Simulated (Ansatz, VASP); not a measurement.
## LiBr in VASP and in Ansatz

```
Li Br
1.0
     0.00000    2.75479    2.75479
     2.75479    0.00000    2.75479
     2.75479    2.75479    0.00000
Li Br
1 1
Direct
  0.00000 0.00000 0.00000
  0.50000 0.50000 0.50000
```

Alike in both runs: task electric field gradients; functional PBE; k mesh 12 × 12 × 12; occupations fermi-dirac, width 0.08 eV; no spin polarisation.

|  | VASP | Ansatz |
| --- | --- | --- |
| version | VASP 6.6.1 | Ansatz 0.2.0 |
| potentials or method | VASP PAW PBE potentials, release 64 (Li_sv, Br), cutoff 650 eV | PAW with Ansatz's default frozen-core files, scalar-relativistic |
| valence electrons in the cell | 10 | 10 |

```csv
,VASP,Ansatz,Ansatz less VASP
gap on the k mesh at the Fermi level (eV),4.92,4.91,-0.008
pressure (GPa),-0.1,0.0,+0.08
```
